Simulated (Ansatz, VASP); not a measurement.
## BN in VASP and in Ansatz

```
B N
1.0
     0.00000    2.02594    1.43234
     2.02594    0.00000    1.43234
     2.02594    2.02594    0.00000
B N
1 1
Cartesian
  0.0000 0.0000 0.0000
  3.0389 3.0389 2.1485
```

Alike in both runs: task single point; functional r2SCAN; k mesh 12 × 12 × 12; occupations gaussian, width 0.05 eV; no spin polarisation.

|  | VASP | Ansatz |
| --- | --- | --- |
| version | VASP 6.6.1 | Ansatz 0.2.0 |
| potentials or method | VASP PAW PBE potentials, release 64 (B, N), cutoff 520 eV | scalar-relativistic, plane waves, PAW |
| valence electrons in the cell | 8 | 8 |

Ansatz gave:

```
gap on the k mesh at the Fermi level (eV)                     : 1.31
least direct gap on the mesh (eV)                             : 6.69
pressure (GPa)                                                : -3.7
traceless stress, the component that is largest in VASP (GPa) : 94.12
```

Problem. What did VASP give for the same quantities?

Solution. gap on the k mesh at the Fermi level (eV): 1.30; least direct gap on the mesh (eV): 6.69; pressure (GPa): -2.6; traceless stress, the component that is largest in VASP (GPa): 93.58.

VASP's potentials were made for PBE, not for r2SCAN.
